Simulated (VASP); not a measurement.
**Cu: single point with PBEsol**

Crystal: Cu.

```
Cu
1.0
     2.58361    0.00000    0.00000
    -1.29180    2.18290    0.00000
     0.00000    0.00000    4.11652
Cu
2
Direct
  0.33333 0.66667 0.25000
  0.66667 0.33333 0.75000
```

This cell differs from its parent crystal: strain +0.0250 x Voigt [1, 0, 0, 0, 0, 0].

```
Program                : VASP 6.6.1
Task                   : single point
Functional             : PBEsol
Potentials or basis    : VASP PAW PBE potentials, release 64 (Cu)
Cutoff                 : 520 eV
k mesh                 : 30 × 30 × 14
Occupations            : gaussian, width 0.15 eV
Spin                   : no spin polarisation
Dipole correction      : no
Further INCAR settings : ALGO = Fast; EDIFF = 1e-07; NBANDS = 18
```

| Quantity | Value |
| --- | --- |
| Pressure | -3.0 GPa |
| Largest force | 0.043 eV/Å |
| Band gap on the k mesh | zero (bands 11 and 12 overlap by 5.94 eV) |

Forces in eV/Å, atoms in the order of the input:
```
Cu   0.000 -0.043  0.000
Cu   0.000  0.043  0.000
```

Stress tensor (GPa, compression positive):
```
-5.54  0.00  0.00
 0.00 -2.55  0.00
 0.00  0.00 -1.03
```

Levels at points of the mesh, in eV from the Fermi level:
| k point | band 9 | band 10 | band 11 | band 12 | band 13 | band 14 |
| --- | --- | --- | --- | --- | --- | --- |
| (0.00, 0.00, 0.00) | -2.51 | -1.73 | -1.71 | -0.95 | 4.02 | 21.08 |
| (0.50, 0.00, 0.00) | -1.56 | -1.55 | -0.07 | 1.47 | 7.78 | 8.21 |
| (0.00, 0.50, 0.00) | -1.58 | -1.52 | 0.09 | 1.71 | 8.09 | 8.50 |
| (0.00, 0.00, 0.50) | -1.97 | -1.97 | -1.93 | -1.93 | 12.90 | 12.90 |
| (0.50, 0.00, 0.50) | -1.59 | -1.59 | 0.38 | 0.38 | 4.79 | 4.79 |
| (0.00, 0.50, 0.50) | -1.56 | -1.56 | 0.60 | 0.60 | 5.13 | 5.13 |

Wall time 26 min on 1 thread of Oxide Virtual Turin-like Processor, on a shared host, peak memory 0.66 GiB.

Caveat: the cell differs from its parent crystal (strain +0.0250 x Voigt [1, 0, 0, 0, 0, 0]); the cell stands under tension; the PAW data sets were made with another functional, which shifts forces and pressure a little.
